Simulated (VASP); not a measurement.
Crystal: MoS2.

```
Mo S
1.0
     3.16100    0.00000    0.00000
    -1.58050    2.73751    0.00000
     0.00000    0.00000   12.29500
Mo S
2 4
Direct
  0.33333 0.66667 0.25000
  0.66667 0.33333 0.75000
  0.33333 0.66667 0.62750
  0.66667 0.33333 0.12750
  0.33333 0.66667 0.87250
  0.66667 0.33333 0.37250
```

```yaml
Program: VASP 6.6.1
Task: relaxation of cell and atoms
Functional: PBE
Dispersion: D3(BJ)
Potentials_or_basis: VASP PAW PBE potentials, release 64 (Mo_sv, S)
Cutoff: 600 eV
k_mesh: 6 × 6 × 2
Occupations: gaussian, width 0.1 eV
Spin: no spin polarisation
```

At the start: pressure 4.8 GPa; volume 17.73 Å³/atom.

**Question.** Where does the relaxation end?

**Answer.** Over 11 steps the energy falls by 24.2 meV/atom and the volume is 17.29 Å³/atom (-2.5 %); space group P6_3/mmc (No. 194, to 0.05 Å).

Step by step:
| step | energy change (eV) | largest force (eV/Å) | pressure (GPa) | volume (Å³) |
| --- | --- | --- | --- | --- |
| 1 | 0.0000 | 1.2067 | 4.77 | 106.39 |
| 2 | 0.2503 | 1.4708 | -10.88 | 114.68 |
| 3 | -0.1064 | 0.1349 | -1.61 | 109.20 |
| 4 | -0.1066 | 0.1722 | -1.38 | 109.09 |
| 5 | -0.1226 | 0.0988 | -0.16 | 107.38 |
| 6 | -0.1227 | 0.0952 | -0.10 | 107.30 |
| 7 | -0.1265 | 0.0938 | -0.07 | 106.93 |
| 8 | -0.1361 | 0.0894 | 0.07 | 105.81 |
| 9 | -0.1447 | 0.0794 | 0.50 | 103.58 |
| 10 | -0.1365 | 0.2699 | -1.86 | 104.24 |
| 11 | -0.1453 | 0.0041 | -0.02 | 103.72 |

Final structure:
```
Mo S
1.0
     3.14930    0.00000    0.00000
    -1.57465    2.72738    0.00000
     0.00000    0.00000   12.07531
Mo S
2 4
Cartesian
  0.0000 1.8183 3.0188
  1.5747 0.9091 9.0565
  0.0000 1.8183 7.4916
  1.5747 0.9091 1.4540
  0.0000 1.8183 10.6213
  1.5747 0.9091 4.5837
```

Caveat: the relaxation stopped at a loose force limit of 0.05 eV/Å, so its end isn't a converged minimum.
